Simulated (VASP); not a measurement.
# NaCl in VASP: settings compared, part 2 of 3

VASP 6.6.1. Earlier steps stand in the parts before.

## (3) Single point, PBE (equal xy, yz and zx shear strains of +1 %)

The input, INCAR:

```
PREC = Accurate
ENCUT = 520
EDIFF = 1E-6
ISMEAR = -1
SIGMA = 0.02
LREAL = F
LASPH = T
NELM = 80
ALGO = Normal
ISIF = 2
LWAVE = F
LCHARG = F
GGA = PE
NBANDS = 14
```

The input, KPOINTS:

```
Automatic mesh
0
Gamma
  8 8 8
```

The input, POSCAR:

```
NaCl
1.0
    2.8600000000      0.0143000000      0.0143000000
    0.0143000000      2.8600000000      0.0143000000
    0.0143000000      0.0143000000      2.8600000000
Na Cl
1 1
Direct
    0.0000000000      0.0000000000      0.0000000000
    0.5000000000      0.5000000000      0.5000000000
```

Potentials or basis: VASP PAW PBE potentials, release 64 (Na_pv, Cl).

Command:

```console
cat potpaw_PBE.64/Na_pv/POTCAR potpaw_PBE.64/Cl/POTCAR > POTCAR
mpirun -np 1 vasp_std > vasp.out
```

OUTCAR:

```text
PREC = Accurate
   ENCUT = 520
   EDIFF = 1E-6
   ISMEAR = -1
   LREAL = F
   LASPH = T
   NELM = 80
   ISIF = 2
   GGA = PE

 ion  position               nearest neighbor table
   1  0.000  0.000  0.000-   2 2.47   2 2.47   2 2.47   2 2.47   2 2.47   2 2.47   2 2.50   2 2.50

   2  0.500  0.500  0.500-   1 2.47   1 2.47   1 2.47   1 2.47   1 2.47   1 2.47   1 2.50   1 2.50

  LATTYP: Found a trigonal (rhomboedric) cell.
 ALAT       =     2.8600714991
 COS(alpha) =     0.0100244988

  Lattice vectors:

 A1 = (   2.8600000000,   0.0143000000,   0.0143000000)
 A2 = (   0.0143000000,   2.8600000000,   0.0143000000)
 A3 = (   0.0143000000,   0.0143000000,   2.8600000000)

Analysis of symmetry for initial positions (statically):
=====================================================================
 Subroutine PRICEL returns:
 Original cell was already a primitive cell.

 Routine SETGRP: Setting up the symmetry group for a
 trigonal (rhombohedral) supercell.

 Subroutine GETGRP returns: Found 12 space group operations
 (whereof 12 operations were pure point group operations)
 out of a pool of 12 trial point group operations.

The static configuration has the point symmetry D_3d.

Analysis of symmetry for dynamics (positions and initial velocities):
=====================================================================
 Subroutine PRICEL returns:
 Original cell was already a primitive cell.

 Routine SETGRP: Setting up the symmetry group for a
 trigonal (rhombohedral) supercell.

 Subroutine GETGRP returns: Found 12 space group operations
 (whereof 12 operations were pure point group operations)
 out of a pool of 12 trial point group operations.

The dynamic configuration has the point symmetry D_3d.

 Subroutine INISYM returns: Found 12 space group operations
 (whereof 12 operations are pure point group operations),
 and found     1 'primitive' translations

----------------------------------------------------------------------------------------

                                     Primitive cell

  volume of cell :      23.3919

  direct lattice vectors                    reciprocal lattice vectors
     2.860000000  0.014300000  0.014300000     0.349667746 -0.001739641 -0.001739641
     0.014300000  2.860000000  0.014300000    -0.001739641  0.349667746 -0.001739641
     0.014300000  0.014300000  2.860000000    -0.001739641 -0.001739641  0.349667746

  length of vectors
     2.860071499  2.860071499  2.860071499     0.349676401  0.349676401  0.349676401

  position of ions in fractional coordinates (direct lattice)
     0.000000000  0.000000000  0.000000000
     0.500000000  0.500000000  0.500000000

  ion indices of the primitive-cell ions
   primitive index   ion index
                 1           1
                 2           2

----------------------------------------------------------------------------------------

 KPOINTS: Automatic mesh

Automatic generation of k-mesh.
 Grid dimensions read from file:
 generate k-points for:    8    8    8

 Generating k-lattice:

  Cartesian coordinates                     Fractional coordinates (reciprocal lattice)
     0.043708468 -0.000217455 -0.000217455     0.125000000  0.000000000  0.000000000
    -0.000217455  0.043708468 -0.000217455     0.000000000  0.125000000  0.000000000
    -0.000217455 -0.000217455  0.043708468     0.000000000  0.000000000  0.125000000

  Length of vectors
     0.043709550  0.043709550  0.043709550

  Shift w.r.t. Gamma in fractional coordinates (k-lattice)
     0.000000000  0.000000000  0.000000000

 Subroutine IBZKPT returns following result:
 ===========================================

 Found     65 irreducible k-points:

 Following reciprocal coordinates:
            Coordinates               Weight
  0.000000  0.000000  0.000000      1.000000
  0.125000  0.000000  0.000000      6.000000
  0.250000  0.000000  0.000000      6.000000
  0.375000  0.000000  0.000000      6.000000
  0.500000  0.000000  0.000000      3.000000
  0.125000  0.125000  0.000000      6.000000
[... 16 lines left out ...]
  0.250000  0.125000  0.125000      6.000000
  0.375000  0.125000  0.125000      6.000000
 [... further k-points ...]
   k-points           NKPTS =     65   k-points in BZ     NKDIM =     65   number of bands    NBANDS=     14
   number of dos      NEDOS =    301   number of ions     NIONS =      2
   total plane-waves  NPLWV =  13824
   dimension x,y,z NGX =    24 NGY =   24 NGZ =   24
   dimension x,y,z NGXF=    48 NGYF=   48 NGZF=   48
   ions per type =               1   1
   NGX,Y,Z   is equivalent  to a cutoff of  13.95, 13.95, 13.95 a.u.
   NGXF,Y,Z  is equivalent  to a cutoff of  27.90, 27.90, 27.90 a.u.
 SYSTEM =  unknown system
   PREC   = accura    normal or accurate (medium, high low for compatibility)
   ISTART =      0    job   : 0-new  1-cont  2-samecut
   ICHARG =      2    charge: 1-file 2-atom 10-const
   ISPIN  =      1    spin polarized calculation?
   LNONCOLLINEAR =      F non collinear calculations
   LSORBIT =      F    spin-orbit coupling
   LASPH  =      T    aspherical Exc in radial PAW
   ENCUT  =  520.0 eV  38.22 Ry    6.18 a.u.   5.32  5.32  5.32*2*pi/ulx,y,z
   NELM   =     80;   NELMIN=  2; NELMDL= -5     # of ELM steps
   EDIFF  = 0.1E-05   stopping-criterion for ELM
   LREAL  =      F    real-space projection
   EDIFFG = 0.1E-04   stopping-criterion for IOM
   NSW    =      0    number of steps for IOM
   IBRION =     -1    ionic relax: 0-MD 1-quasi-New 2-CG
   NFREE  =      0    steps in history (QN), initial steepest desc. (CG)
   ISIF   =      2    stress and relaxation
   ISYM   =      2    0-nonsym 1-usesym 2-fastsym
   POTIM  = 0.5000    time-step for ionic-motion
   TEBEG  =    0.0;   TEEND  =   0.0 temperature during run
   PSTRESS=    0.0 pullay stress
   NELECT =      14.0000    total number of electrons
   NUPDOWN=      -1.0000    fix difference up-down
   EMIN   =  10.00;   EMAX   =-10.00  energy-range for DOS
   EFERMI =   0.00;   METHOD = LEGACY
   ISMEAR =    -1;   SIGMA  =   0.02  broadening in eV -4-tet -1-fermi 0-gaus
   EFERMI_NEDOS =   21; number of points for ismear=-14 and -15
   IALGO  =     38    algorithm
   IMIX   =      4    mixing-type and parameters
     AMIX     =   0.40;   BMIX     =  1.00
     AMIX_MAG =   1.60;   BMIX_MAG =  1.00
  volume/ion in A,a.u.               =      11.70        78.93
  Fermi-wavevector in a.u.,A,eV,Ry     =   1.379629  2.607121 25.897003  1.903376
  Thomas-Fermi vector in A             =   2.504581
   LORBIT       =      0    0 simple, 1 ext, 2 COOP (PROOUT), +10 PAW based schemes
   GGA     = PE    functional components
   LHFCALC =     F    Hartree Fock is set to
   AEXX    =    0.0000 exact exchange contribution
   IVDW    =     0    specifies the selected vdW correction
   LEPSILON=     F    determine dielectric tensor
   LRPA    =     F    only Hartree local field effects (RPA)
 non-spin polarized calculation
  energy-cutoff  :      520.00
  volume of cell :       23.39
 maximum number of plane-waves:       642
 NGX is ok and might be reduce to    24
   NGX = 11   NGY = 11   NGZ = 11

 number of electron      13.9999998 magnetization

 Free energy of the ion-electron system (eV)
  ---------------------------------------------------
  ext. energy  EPLUGINS =         0.00000000
  ---------------------------------------------------
  free energy    TOTEN  =        -4.19736401 eV

  energy without entropy =       -4.19736401  energy(sigma->0) =       -4.19736401

 E-fermi :   7.3135     XC(G=0): -11.3707

 val. band max:        6.8058451520   @ k =   0.5000   0.5000   0.0000
 cond. band min:      11.2253768413   @ k =   0.5000   0.5000   0.0000
 fundamental gap:      4.4195316893
 Fermi energy:         7.3135006759

 k-point     1 :       0.0000    0.0000    0.0000
  band No.  band energies     occupation
      1     -15.8954      2.00000
      2     -15.8954      2.00000
      3     -15.8888      2.00000
      4     -10.1679      2.00000
      5       5.5304      2.00000
      6       5.5304      2.00000
      7       5.5883      2.00000
      8      13.4886      0.00000
      9      13.4886      0.00000
     10      14.2511      0.00000
     11      24.5730      0.00000
     12      24.5730      0.00000
     13      24.7473      0.00000
     14      29.0408      0.00000
[... 375 lines left out ...]
 k-point    24 :       0.3750    0.1250    0.1250
  band No.  band energies     occupation
      1     -16.2226      2.00000
      2     -15.9082      2.00000
      3     -15.8959      2.00000
      4      -8.5922      2.00000
      5       0.9379      2.00000
      6       5.0425      2.00000
      7       5.1949      2.00000
      8      16.6099      0.00000
      9      16.7995      0.00000
     10      17.5183      0.00000
     11      18.1466      0.00000
     12      22.4629      0.00000
     13      23.0141      0.00000
     14      25.3898      0.00000

 [... further k-points ...]
[... 5 lines left out ...]
  --------------------------------------------------------------------------------------
  -------------------------------------------------------------------------------------
  Total        9.5186865      9.5186865      9.5186865     -0.1016497     -0.1016497     -0.1016497
  in kB      651.9615307    651.9615307    651.9615307     -6.9622740     -6.9622740     -6.9622740
  external PRESSURE =     651.9615307 kB  Pullay stress =       0.0000000 kB

 VOLUME and BASIS-vectors are now :
 -----------------------------------------------------------------------------
  energy-cutoff  :      520.00
  volume of cell :       23.39
      direct lattice vectors                 reciprocal lattice vectors
     2.860000000  0.014300000  0.014300000     0.349667746 -0.001739641 -0.001739641
     0.014300000  2.860000000  0.014300000    -0.001739641  0.349667746 -0.001739641
     0.014300000  0.014300000  2.860000000    -0.001739641 -0.001739641  0.349667746

 POSITION                                       TOTAL-FORCE (eV/Angst)
 -----------------------------------------------------------------------------------
      0.00000      0.00000      0.00000        -0.000000      0.000000      0.000000
      1.44430      1.44430      1.44430         0.000000     -0.000000      0.000000
 -----------------------------------------------------------------------------------
    total drift:                               -0.000000     -0.000000     -0.000000

  FREE ENERGIE OF THE ION-ELECTRON SYSTEM (eV)
  ---------------------------------------------------
  free  energy   TOTEN  =        -4.1973640120 eV

  energy  without entropy=       -4.1973640120  energy(sigma->0) =       -4.19736401
```

OSZICAR:

```text
N       E                     dE             d eps       ncg     rms          rms(c)
DAV:   1     0.108764790033E+03    0.10876E+03   -0.73122E+03  1852   0.123E+03
DAV:   2     0.135716943591E+01   -0.10741E+03   -0.98083E+02  2084   0.324E+02
DAV:   3    -0.444950935474E+01   -0.58067E+01   -0.57771E+01  2282   0.677E+01
DAV:   4    -0.451227999125E+01   -0.62771E-01   -0.62754E-01  2114   0.717E+00
DAV:   5    -0.451316419842E+01   -0.88421E-03   -0.88417E-03  2384   0.895E-01    0.581E+00
DAV:   6    -0.425152163342E+01    0.26164E+00   -0.22652E-01  2530   0.578E+00    0.391E+00
DAV:   7    -0.419843307525E+01    0.53089E-01   -0.13517E-01  2508   0.383E+00    0.184E+00
DAV:   8    -0.419748972996E+01    0.94335E-03   -0.10438E-02  2072   0.115E+00    0.327E-01
DAV:   9    -0.419735254933E+01    0.13718E-03   -0.25141E-04  2362   0.272E-01    0.760E-02
DAV:  10    -0.419736216058E+01   -0.96113E-05   -0.39879E-05  2338   0.121E-01    0.289E-02
DAV:  11    -0.419736371549E+01   -0.15549E-05   -0.53856E-06  2216   0.235E-02    0.786E-03
DAV:  12    -0.419736401202E+01   -0.29653E-06   -0.39066E-07  1468   0.599E-03
   1 F= -.41973640E+01 E0= -.41973640E+01  d E =-.590222E-13
```

stdout:

```text
POSCAR found type information on POSCAR NaCl
 POSCAR found :  2 types and       2 ions
 scaLAPACK will be used
 LDA part: xc-table for (Slater+PW92), standard interpolation
 POSCAR, INCAR and KPOINTS ok, starting setup
 FFT: planning ... GRIDC
 FFT: planning ... GRID_SOFT
 FFT: planning ... GRID
 WAVECAR not read
 entering main loop
```

It took 7.7 s on 1 thread of Intel Xeon Platinum 8488C (Sapphire Rapids), shared host; peak memory 0.14 GiB.

Results:

```yaml
Free_energy: -4.1974 eV
Pressure: 65.2 GPa
Band_gap_on_the_k_mesh: 4.42 eV, direct
```

Levels at points of the mesh, in eV from the valence-band top:
| k point | band 5 | band 6 | band 7 | band 8 | band 9 | band 10 |
| --- | --- | --- | --- | --- | --- | --- |
| (0.00, 0.00, 0.00) | -1.28 | -1.28 | -1.22 | 6.68 | 6.68 | 7.45 |
| (0.50, 0.00, 0.00) | -6.89 | -0.82 | -0.75 | 9.28 | 9.30 | 12.77 |
| (0.50, 0.50, 0.00) | -5.38 | -5.30 | 0.00 | 4.42 | 10.73 | 12.79 |
| (0.50, 0.50, 0.50) | -4.83 | -4.75 | -4.75 | 6.20 | 6.42 | 6.42 |

Caveat: the cell differs from its parent crystal (equal xy, yz and zx shear strains of +1 %). A k mesh can miss the band edges.

## (4) Single point, PBE (equal xy, yz and zx shear strains of +3 %)

The input, INCAR:

```
SYSTEM = NaCl
PREC = Accurate
ENCUT = 520
EDIFF = 1E-6
ISMEAR = -1
SIGMA = 0.02
LREAL = .FALSE.
LASPH = .TRUE.
NELM = 60
ALGO = Normal
ISIF = 2
LWAVE = .FALSE.
LCHARG = .FALSE.
GGA = PE
NBANDS = 14
```

The input, KPOINTS:

```
Automatic mesh
0
G
  8 8 8
  0 0 0
```

The input, POSCAR:

```
NaCl
1.0
    2.8600000000      0.0429000000      0.0429000000
    0.0429000000      2.8600000000      0.0429000000
    0.0429000000      0.0429000000      2.8600000000
Na Cl
1 1
Direct
    0.0000000000      0.0000000000      0.0000000000
    0.5000000000      0.5000000000      0.5000000000
```

Command:

```console
cat potpaw_PBE.64/Na_pv/POTCAR potpaw_PBE.64/Cl/POTCAR > POTCAR
mpirun -np 1 vasp_std > vasp.out
```

Run time: 7.8 s. Hardware: 1 thread of Intel Xeon Platinum 8488C (Sapphire Rapids), shared host; peak memory 0.14 GiB.

The run converged. Its results:

* Free energy: -4.1805 eV
* Pressure: 65.6 GPa
* Band gap on the k mesh: 4.44 eV, direct

Stress tensor (GPa, compression positive):
```
65.59 -1.83 -1.83
-1.83 65.59 -1.83
-1.83 -1.83 65.59
```

Levels at points of the mesh, in eV from the valence-band top:
```tsv
k point	band 4	band 5	band 6	band 7	band 8	band 9	band 10	band 11
(0.00, 0.00, 0.00)	-16.96	-1.30	-1.30	-1.12	6.71	6.71	7.46	17.59
(0.50, 0.00, 0.00)	-15.30	-6.88	-0.88	-0.68	9.27	9.29	12.82	12.87
(0.50, 0.50, 0.00)	-14.57	-5.43	-5.21	0.00	4.44	10.64	12.87	12.92
(0.50, 0.50, 0.50)	-13.36	-4.92	-4.68	-4.68	5.96	6.58	6.58	17.14
```

Caveat: the cell differs from its parent crystal (equal xy, yz and zx shear strains of +3 %). A k mesh can miss the band edges.

(Continued in part 3 of 3.)
